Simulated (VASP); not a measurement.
Crystal: Si2Sn5.

```
Si Sn
1.0
     4.69573    0.00000    0.00000
     0.00000    4.69573    0.00000
     0.00000    0.00000    9.06386
Si Sn
2 5
Direct
  0.50000 0.50000 0.94586
  0.50000 0.50000 0.54722
  0.00000 0.50000 0.17471
  0.50000 0.00000 0.17471
  0.00000 0.50000 0.72388
  0.50000 0.00000 0.72388
  0.50000 0.50000 0.16191
```

The cell was generated, and may not be a known phase.

```yaml
Program: VASP 6.6.1
Task: relaxation of cell and atoms
Functional: PBE
Potentials_or_basis: VASP PAW PBE potentials, release 64 (Si, Sn_d)
Cutoff: 600 eV
k_mesh: 4 × 4 × 2
Occupations: gaussian, width 0.2 eV
Spin: no spin polarisation
```

At the start: pressure 26.0 GPa; volume 28.55 Å³/atom.

Where does the relaxation end?

Over 27 steps the energy falls by 1713.7 meV/atom and the volume is 32.11 Å³/atom (+12.5 %); space group P4mm (No. 99, to 0.1 Å) before and after.

The path:
```csv
step,energy change (eV),largest force (eV/Å),pressure (GPa),volume (Å³)
1,0.0000,15.6957,26.03,199.86
2,-6.8656,1.1065,-4.33,366.11
3,-7.8404,1.3033,-0.08,277.40
4,-7.8830,1.1418,-1.53,294.18
5,-7.8882,1.1813,-1.28,289.55
6,-8.7271,1.2083,-1.79,280.89
7,-9.7757,1.8108,-1.00,248.58
8,-9.8565,2.4857,1.75,232.96
9,-9.9559,0.7226,0.40,238.98
10,-10.2856,0.8245,0.70,237.77
11,-11.2071,1.9759,1.41,231.53
12,-10.0210,2.7250,8.85,209.10
13,-11.2968,1.9792,2.49,225.48
14,-11.3823,1.9830,1.78,228.54
15,-11.5685,1.4438,0.32,234.31
16,-11.6148,1.1084,-0.51,238.17
17,-11.7322,1.0085,-0.50,236.24
18,-11.8450,0.6576,-0.05,232.00
19,-11.9071,0.4205,-0.15,230.55
20,-11.9471,0.3206,-0.04,228.39
21,-11.9840,0.1566,-0.29,227.65
22,-11.9855,0.1354,-0.30,227.47
23,-11.9914,0.1171,0.07,225.01
24,-11.9919,0.1071,0.35,224.15
25,-11.9918,0.1167,0.09,224.53
26,-11.9918,0.1112,0.18,224.32
27,-11.9956,0.0673,0.09,224.77
```

Final structure:
```
Si Sn
1.0
     5.05116    0.00000    0.00000
     0.00000    5.05116    0.00000
     0.00000    0.00000    8.80948
Si Sn
2 5
Cartesian
  2.5256 2.5256 7.9402
  2.5256 2.5256 5.3306
  0.0000 2.5256 0.7966
  2.5256 0.0000 0.7966
  0.0000 2.5256 6.4168
  2.5256 0.0000 6.4168
  2.5256 2.5256 2.7141
```

Caveat: the relaxation stopped at a loose force limit of 0.08 eV/Å, so its end isn't a converged minimum.
